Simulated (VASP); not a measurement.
# MnSn3 (Pm-3m) in VASP: relaxation of cell and atoms with PBE

Aim: the relaxation of cell and atoms of MnSn3 with PBE.

Program: VASP 6.6.1. These are calculated values, not measurements. Logs are shortened: lines on timing, memory, paths and dates and some standing lists are left out, and cuts for length are marked.

## (1) The cell of the first run

The structure is cubic, space group Pm-3m (No. 221). The conventional cell has a = 4.276 Å, b = 4.276 Å, c = 4.276 Å, α = 90.00°, β = 90.00°, γ = 90.00°. Sn (site symmetry 4/mmm) has 8 Sn at 3.02 Å and 4 Mn at 3.02 Å within 4.0 Å. Within 4.0 Å of Mn (site symmetry m-3m) lie 12 Sn at 3.02 Å.

## (2) Relaxation of cell and atoms, PBE, collinear spin, ferromagnetic start

INCAR reads:

```
SYSTEM = MnSn3
PREC = Accurate
ENCUT = 600
EDIFF = 1E-6
ISMEAR = 0
SIGMA = 0.1
LREAL = .False.
LASPH = .True.
NELM = 150
ALGO = Fast
ISIF = 3
LWAVE = .False.
LCHARG = .False.
ISPIN = 2
MAGMOM = 0 0 0 4.07
LORBIT = 11
LMAXMIX = 4
GGA = PE
IBRION = 2
NSW = 100
EDIFFG = -0.05
```

KPOINTS reads:

```
regular mesh
0
Gamma
  6 6 6
  0 0 0
```

POSCAR reads:

```
MnSn3
1.0
    4.2763074099      0.0000000000      0.0000000000
    0.0000000000      4.2763074099      0.0000000000
    0.0000000000      0.0000000000      4.2763074099
Sn Mn
3 1
Direct
    0.0000000000      0.5000000000      0.5000000000
    0.5000000000      0.0000000000      0.5000000000
    0.5000000000      0.5000000000      0.0000000000
    0.0000000000      0.0000000000      0.0000000000
```

Potentials or basis: VASP PAW PBE potentials, release 64 (Sn_d, Mn_pv).

On the command line:

```sh
$ cat potpaw_PBE.64/Sn_d/POTCAR potpaw_PBE.64/Mn_pv/POTCAR > POTCAR
$ mpirun -np 1 vasp_std > vasp.out
```

OUTCAR:

```text
SYSTEM = MnSn3
   PREC = Accurate
   ENCUT = 600
   EDIFF = 1E-6
   ISMEAR = 0
   LREAL = .False.
   LASPH = .True.
   NELM = 150
   ISIF = 3
   ISPIN = 2
   LORBIT = 11
   GGA = PE
   IBRION = 2
   NSW = 100
   EDIFFG = -0.05

 ion  position               nearest neighbor table
   1  0.000  0.500  0.500-   2 3.02   3 3.02   4 3.02   3 3.02   4 3.02   2 3.02   4 3.02   4 3.02
                             2 3.02   3 3.02   3 3.02   2 3.02
   2  0.500  0.000  0.500-   1 3.02   3 3.02   4 3.02   3 3.02   4 3.02   1 3.02   3 3.02   3 3.02
                             1 3.02   4 3.02   4 3.02   1 3.02
   3  0.500  0.500  0.000-   1 3.02   2 3.02   4 3.02   1 3.02   2 3.02   2 3.02   4 3.02   2 3.02
                             1 3.02   4 3.02   1 3.02   4 3.02
   4  0.000  0.000  0.000-   1 3.02   2 3.02   3 3.02   1 3.02   2 3.02   1 3.02   3 3.02   1 3.02
                             2 3.02   3 3.02   2 3.02   3 3.02

  LATTYP: Found a simple cubic cell.
 ALAT       =     4.2763074099

  Lattice vectors:

 A1 = (   4.2763074099,   0.0000000000,   0.0000000000)
 A2 = (   0.0000000000,   4.2763074099,   0.0000000000)
 A3 = (   0.0000000000,   0.0000000000,   4.2763074099)

Analysis of symmetry for initial positions (statically):
=====================================================================
 Subroutine PRICEL returns:
 Original cell was already a primitive cell.

 Routine SETGRP: Setting up the symmetry group for a
 simple cubic supercell.

 Subroutine GETGRP returns: Found 48 space group operations
 (whereof 48 operations were pure point group operations)
 out of a pool of 48 trial point group operations.

The static configuration has the point symmetry O_h .

Analysis of symmetry for dynamics (positions and initial velocities):
=====================================================================
 Subroutine PRICEL returns:
 Original cell was already a primitive cell.

 Routine SETGRP: Setting up the symmetry group for a
 simple cubic supercell.

 Subroutine GETGRP returns: Found 48 space group operations
 (whereof 48 operations were pure point group operations)
 out of a pool of 48 trial point group operations.

The dynamic configuration has the point symmetry O_h .

Analysis of structural, dynamic, and magnetic symmetry:
=====================================================================
 Subroutine PRICEL returns:
 Original cell was already a primitive cell.

 Routine SETGRP: Setting up the symmetry group for a
 simple cubic supercell.

 Subroutine GETGRP returns: Found 48 space group operations
 (whereof 48 operations were pure point group operations)
 out of a pool of 48 trial point group operations.

The overall configuration has the point symmetry O_h .

 Subroutine INISYM returns: Found 48 space group operations
 (whereof 48 operations are pure point group operations),
 and found     1 'primitive' translations

----------------------------------------------------------------------------------------

                                     Primitive cell

  volume of cell :      78.2000

  direct lattice vectors                    reciprocal lattice vectors
     4.276307410  0.000000000  0.000000000     0.233846612  0.000000000  0.000000000
     0.000000000  4.276307410  0.000000000     0.000000000  0.233846612  0.000000000
     0.000000000  0.000000000  4.276307410     0.000000000  0.000000000  0.233846612

  length of vectors
     4.276307410  4.276307410  4.276307410     0.233846612  0.233846612  0.233846612

  position of ions in fractional coordinates (direct lattice)
     0.000000000  0.500000000  0.500000000
     0.500000000  0.000000000  0.500000000
     0.500000000  0.500000000  0.000000000
     0.000000000  0.000000000  0.000000000

  ion indices of the primitive-cell ions
   primitive index   ion index
                 1           1
                 2           2
                 3           3
                 4           4

----------------------------------------------------------------------------------------

 KPOINTS: regular mesh

Automatic generation of k-mesh.
 Grid dimensions read from file:
 generate k-points for:    6    6    6

 Generating k-lattice:

  Cartesian coordinates                     Fractional coordinates (reciprocal lattice)
     0.038974435  0.000000000  0.000000000     0.166666667  0.000000000  0.000000000
     0.000000000  0.038974435  0.000000000     0.000000000  0.166666667  0.000000000
     0.000000000  0.000000000  0.038974435     0.000000000  0.000000000  0.166666667

  Length of vectors
     0.038974435  0.038974435  0.038974435

  Shift w.r.t. Gamma in fractional coordinates (k-lattice)
     0.000000000  0.000000000  0.000000000

 Subroutine IBZKPT returns following result:
 ===========================================

 Found     20 irreducible k-points:

 Following reciprocal coordinates:
            Coordinates               Weight
  0.000000  0.000000  0.000000      1.000000
  0.166667  0.000000  0.000000      6.000000
  0.333333  0.000000  0.000000      6.000000
  0.500000  0.000000  0.000000      3.000000
  0.166667  0.166667  0.000000     12.000000
  0.333333  0.166667  0.000000     24.000000
[... 12 lines left out ...]
  0.500000  0.500000  0.333333      6.000000
  0.500000  0.500000  0.500000      1.000000
   k-points           NKPTS =     20   k-points in BZ     NKDIM =     20   number of bands    NBANDS=     35
   number of dos      NEDOS =    301   number of ions     NIONS =      4
   total plane-waves  NPLWV =  46656
   dimension x,y,z NGX =    36 NGY =   36 NGZ =   36
   dimension x,y,z NGXF=    72 NGYF=   72 NGZF=   72
   ions per type =               3   1
   NGX,Y,Z   is equivalent  to a cutoff of  14.00, 14.00, 14.00 a.u.
   NGXF,Y,Z  is equivalent  to a cutoff of  27.99, 27.99, 27.99 a.u.
 SYSTEM =  MnSn3
   PREC   = accura    normal or accurate (medium, high low for compatibility)
   ISTART =      0    job   : 0-new  1-cont  2-samecut
   ICHARG =      2    charge: 1-file 2-atom 10-const
   ISPIN  =      2    spin polarized calculation?
   LNONCOLLINEAR =      F non collinear calculations
   LSORBIT =      F    spin-orbit coupling
   LASPH  =      T    aspherical Exc in radial PAW
   ENCUT  =  600.0 eV  44.10 Ry    6.64 a.u.   8.54  8.54  8.54*2*pi/ulx,y,z
   NELM   =    150;   NELMIN=  2; NELMDL= -5     # of ELM steps
   EDIFF  = 0.1E-05   stopping-criterion for ELM
   LREAL  =      F    real-space projection
   EDIFFG = -.5E-01   stopping-criterion for IOM
   NSW    =    100    number of steps for IOM
   IBRION =      2    ionic relax: 0-MD 1-quasi-New 2-CG
   NFREE  =      1    steps in history (QN), initial steepest desc. (CG)
   ISIF   =      3    stress and relaxation
   ISYM   =      2    0-nonsym 1-usesym 2-fastsym
   POTIM  = 0.5000    time-step for ionic-motion
   TEBEG  =    0.0;   TEEND  =   0.0 temperature during run
   PSTRESS=    0.0 pullay stress
   NELECT =      55.0000    total number of electrons
   NUPDOWN=      -1.0000    fix difference up-down
   EMIN   =  10.00;   EMAX   =-10.00  energy-range for DOS
   EFERMI =   0.00;   METHOD = LEGACY
   ISMEAR =     0;   SIGMA  =   0.10  broadening in eV -4-tet -1-fermi 0-gaus
   EFERMI_NEDOS =   21; number of points for ismear=-14 and -15
   IALGO  =     68    algorithm
   IMIX   =      4    mixing-type and parameters
     AMIX     =   0.40;   BMIX     =  1.00
     AMIX_MAG =   1.60;   BMIX_MAG =  1.00
  volume/ion in A,a.u.               =      19.55       131.93
  Fermi-wavevector in a.u.,A,eV,Ry     =   1.455884  2.751222 28.838889  2.119599
  Thomas-Fermi vector in A             =   2.572867
   LORBIT       =     11    0 simple, 1 ext, 2 COOP (PROOUT), +10 PAW based schemes
   GGA     = PE    functional components
   LHFCALC =     F    Hartree Fock is set to
   AEXX    =    0.0000 exact exchange contribution
   IVDW    =     0    specifies the selected vdW correction
   LEPSILON=     F    determine dielectric tensor
   LRPA    =     F    only Hartree local field effects (RPA)
 conjugate gradient relaxation of ions
 spin polarized calculation
 RMM-DIIS sequential band-by-band and
 Gauss-broadening in eV      SIGMA  =   0.10
  energy-cutoff  :      600.00
  volume of cell :       78.20
 maximum number of plane-waves:      2630
 NGX is ok and might be reduce to    36
   NGX = 17   NGY = 17   NGZ = 17

--------------------------------------- Ionic step        1  -------------------------------------------

 number of electron      55.0000022 magnetization       3.7187006

 Free energy of the ion-electron system (eV)
  ---------------------------------------------------
  ext. energy  EPLUGINS =         0.00000000
  ---------------------------------------------------
  free energy    TOTEN  =       -18.60274186 eV

  energy without entropy =      -18.59201130  energy(sigma->0) =      -18.59737658

 E-fermi :  11.0403     XC(G=0): -11.6766

 val. band max:       11.0076643307   @ k =   0.5000   0.5000   0.0000
 cond. band min:      11.1154977486   @ k =   0.3333   0.1667   0.0000
 fundamental gap:      0.1078334179
 Fermi energy:        11.0402677811

 spin component 1

 k-point     1 :       0.0000    0.0000    0.0000
  band No.  band energies     occupation
      1     -39.0198      1.00000
      2     -39.0198      1.00000
      3     -39.0198      1.00000
      4     -11.0401      1.00000
      5     -11.0401      1.00000
      6     -11.0401      1.00000
[... 1587 lines left out ...]
  energy  without entropy=      -19.3776844109  energy(sigma->0) =      -19.38176559

--------------------------------------- Ionic step        3  -------------------------------------------

 number of electron      55.0000035 magnetization      -4.1187028

 Free energy of the ion-electron system (eV)
  ---------------------------------------------------
  ext. energy  EPLUGINS =         0.00000000
  ---------------------------------------------------
  free energy    TOTEN  =       -19.51206093 eV

  energy without entropy =      -19.50173586  energy(sigma->0) =      -19.50689839

 E-fermi :   8.2062     XC(G=0): -10.6022

 val. band max:        8.1035718308   @ k =   0.5000   0.5000   0.3333
 cond. band min:       8.2069839635   @ k =   0.1667   0.1667   0.0000
 fundamental gap:      0.1034121327
 Fermi energy:         8.2061971103

 spin component 1

 k-point     1 :       0.0000    0.0000    0.0000
  band No.  band energies     occupation
      1     -38.1393      1.00000
      2     -38.1393      1.00000
      3     -38.1393      1.00000
      4     -13.5014      1.00000
      5     -13.5014      1.00000
      6     -13.5014      1.00000
[... 1543 lines left out ...]
  FREE ENERGIE OF THE ION-ELECTRON SYSTEM (eV)
  ---------------------------------------------------
  free  energy   TOTEN  =       -19.5120609288 eV

  energy  without entropy=      -19.5017358576  energy(sigma->0) =      -19.50689839

 reached required accuracy - stopping structural energy minimisation

 total charge

# of ion       s       p       d       tot
------------------------------------------
    1        1.269   0.955   9.984  12.209
    2        1.269   0.955   9.984  12.209
    3        1.269   0.955   9.984  12.209
    4        0.258   6.109   4.955  11.323
--------------------------------------------------
tot          4.066   8.975  34.909  47.950

 magnetization (x)

# of ion       s       p       d       tot
------------------------------------------
    1       -0.013   0.048  -0.002   0.033
    2       -0.013   0.048  -0.002   0.033
    3       -0.013   0.048  -0.002   0.033
    4       -0.064  -0.031  -3.900  -3.995
--------------------------------------------------
tot         -0.104   0.114  -3.907  -3.897
```

It took 4.7 min on 1 thread of AMD EPYC 9R45 (Zen 5), shared host; peak memory 0.28 GiB.

Results:

| Property | Result |
| --- | --- |
| Free energy | -19.5121 eV |
| Relaxed volume | 24.26 Å³/atom |
| Relaxed cell | a = 4.596 Å, b = 4.596 Å, c = 4.596 Å, α = 90.00°, β = 90.00°, γ = 90.00° |
| Space group after relaxing (to 0.1 Å) | Pm-3m (No. 221) |
| Energy gained by relaxing | 227.3 meV/atom |
| Ionic steps | 3 |
| Pressure after relaxing | 0.0 GPa |
| Net moment | -4.12 μB per cell |
| Site moments | Sn +0.03; Mn -4.00 μB |
| Valence electrons inside the program's atomic spheres | Sn 12.21; Mn 11.32 |

The path:
```tsv
step	energy change (eV)	largest force (eV/Å)	pressure (GPa)	volume (Å³)
1	0.0000	0.0000	18.55	78.20
2	-0.7831	0.0000	-3.91	106.71
3	-0.9093	0.0000	0.04	97.06
```

Final structure:
```
CELL_PARAMETERS angstrom
4.59559 0.00000 0.00000
0.00000 4.59559 0.00000
0.00000 0.00000 4.59559
ATOMIC_POSITIONS crystal
Sn 0.00000 0.50000 0.50000
Sn 0.50000 0.00000 0.50000
Sn 0.50000 0.50000 0.00000
Mn 0.00000 0.00000 0.00000
```

Levels at points of the mesh, in eV from the Fermi level:
Spin up:
```
           k point  band 23  band 24  band 25  band 26  band 27  band 28
(0.00, 0.00, 0.00)    -3.30    -3.30     0.42     0.47     0.47     0.47
(0.50, 0.00, 0.00)    -2.34    -1.31    -0.51    -0.51    -0.33     0.50
(0.50, 0.50, 0.00)    -1.03    -1.03    -0.59     0.07     0.58     0.68
(0.50, 0.50, 0.50)    -4.09    -4.09    -4.09    -0.71     0.85     0.85
```
Spin down:
| k point | band 26 | band 27 | band 28 | band 29 | band 30 | band 31 | band 32 | band 33 |
| --- | --- | --- | --- | --- | --- | --- | --- | --- |
| (0.00, 0.00, 0.00) | -2.98 | -2.98 | -2.39 | -2.39 | -0.44 | 2.62 | 2.62 | 2.62 |
| (0.50, 0.00, 0.00) | -2.95 | -0.99 | -0.99 | -0.68 | -0.60 | -0.60 | 0.49 | 1.10 |
| (0.50, 0.50, 0.00) | -2.84 | -2.71 | -0.38 | 0.08 | 0.61 | 0.61 | 1.14 | 1.14 |
| (0.50, 0.50, 0.50) | -2.90 | -2.90 | -2.51 | -2.51 | -2.51 | -1.77 | 6.55 | 6.57 |

Caveat: the volume moved by over 15 % at a fixed basis, so the end points are rough; spin-orbit coupling is left out, which moves the levels of the heavy elements.
